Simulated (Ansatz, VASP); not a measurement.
# CaO in VASP and in Ansatz

```xyz
2
Lattice="0.0000 2.6067 2.6067 2.6067 0.0000 2.6067 2.6067 2.6067 0.0000" Properties=species:S:1:pos:R:3 pbc="T T T"
Ca    0.0000    0.0000    0.0000
O     1.3034    1.3034    1.3034
```

Alike in both runs: task single point; functional PBE; k mesh 8 × 8 × 8; no spin polarisation.

```csv
,VASP,Ansatz
version,VASP 6.6.1,Ansatz 0.2.0
potentials or method,"VASP PAW PBE potentials, release 64 (Ca_sv, O)","plane waves, PAW"
plane-wave cutoff (eV),520,420
occupations,"gaussian, width 0.01 eV",fixed
valence electrons in the cell,16,16
```

```csv
,VASP,Ansatz,Ansatz less VASP
gap on the k mesh at the Fermi level (eV),3.33,3.33,+0.008
pressure (GPa),1.9,1.4,-0.49
```
